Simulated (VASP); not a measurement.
Write the native input for VASP 6.6.1 that does the following.

```
Task                   : single point
Functional             : PBEsol
Potentials or basis    : VASP PAW PBE potentials, release 64 (Mg)
Cutoff                 : 600 eV
k mesh                 : 5 × 5 × 3
Occupations            : fermi-dirac, width 0.3 eV
Spin                   : no spin polarisation
Dipole correction      : no
Further INCAR settings : ALGO = Normal; EDIFF = 1e-06; NBANDS = 9
```

The structure of Mg lies in POSCAR:

```
Mg
1.0
    4.0346224100      0.0000000000      0.0000000000
   -2.0173112000      3.4940855000      0.0000000000
    0.0000000000      0.0000000000      6.4322941800
Mg
2
Direct
    0.6666666667      0.3333333333      0.4957548500
    0.3333333333      0.6666666667      0.9957548500
```

One way to write it, as run:

INCAR

```
SYSTEM = Mg
ALGO = Normal
EDIFF = 1E-6
ENCUT = 600
GGA = PS
GGA_COMPAT = .False.
ISIF = 2
ISMEAR = -1
LASPH = .True.
LCHARG = .False.
LREAL = .False.
LWAVE = .False.
NBANDS = 9
NELM = 120
PREC = Accurate
SIGMA = 0.3
```

KPOINTS

```
k-points
0
Gamma
  5 5 3
  0 0 0
```

Potentials or basis: VASP PAW PBE potentials, release 64 (Mg).

Command:

```bash
$ cat potpaw_PBE.64/Mg/POTCAR > POTCAR
$ mpirun -np 1 vasp_std > vasp.out
```

Results of the run:

| Quantity | Value |
| --- | --- |
| Pressure | -5.3 GPa |
| Band gap on the k mesh | zero (bands 2 and 3 overlap by 0.85 eV) |

Caveat: the cell stands under tension; so wide a smearing shifts energies and pressures; the PAW data sets were made with another functional, which shifts forces and pressure a little.

Wall time 5.7 s on 1 thread of AMD EPYC 9R45 96-Core Processor (Zen 5), with other jobs on the host, peak memory 0.18 GiB.
